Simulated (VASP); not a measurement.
A run of VASP 6.6.1 is set up as follows.

The input INCAR:

```
SYSTEM = Cu
  PREC = Accurate
  ENCUT = 600
  EDIFF = 1E-6
  ISMEAR = -1
  SIGMA = 0.05
  LREAL = .FALSE.
  LASPH = .TRUE.
  NELM = 80
  ALGO = Normal
  ISIF = 3
  LWAVE = .FALSE.
  LCHARG = .FALSE.
  GGA = PS
  IBRION = 2
  NSW = 80
  EDIFFG = -0.01
  PSTRESS = 300.0
```

KPOINTS

```
regular mesh
0
G
  21 21 21
  0 0 0
```

POSCAR

```
Cu
1.0
    1.4350000000      1.4350000000      1.4350000000
   -1.4350000000      1.4350000000      1.4350000000
   -1.4350000000     -1.4350000000      1.4350000000
Cu
1
Direct
    0.0000000000      0.0000000000      0.0000000000
```

Potentials or basis: VASP PAW PBE potentials, release 64 (Cu).

Command:

```console
$ cat potpaw_PBE.64/Cu/POTCAR > POTCAR
$ mpirun -np 1 vasp_std > vasp.out
```

Q: What does it give for the relaxed cell?

A: a = 2.350 Å, b = 2.350 Å, c = 2.350 Å, α = 70.53°, β = 109.47°, γ = 70.53°.

Q: Predict the space group after relaxing (to 0.05 Å).

A: Im-3m (No. 229).

Step by step:
```tsv
step	energy change (eV)	largest force (eV/Å)	pressure (GPa)	volume (Å³)
1	0.0000	0.0000	-5.17	11.82
2	1.1170	0.0000	147.83	7.91
3	0.0916	0.0000	26.03	10.09
4	0.1088	0.0000	29.65	10.00
5	0.1154	0.0000	30.85	9.96
6	0.1027	0.0000	29.07	10.03
7	0.1101	0.0000	30.01	9.99
```

Caveat: the cell is relaxed towards a set pressure, so the enthalpy falls and the energy may rise; the volume moved by over 15 % at a fixed basis, so the end points are rough; the PAW data sets were made with another functional, which shifts forces and pressure a little.
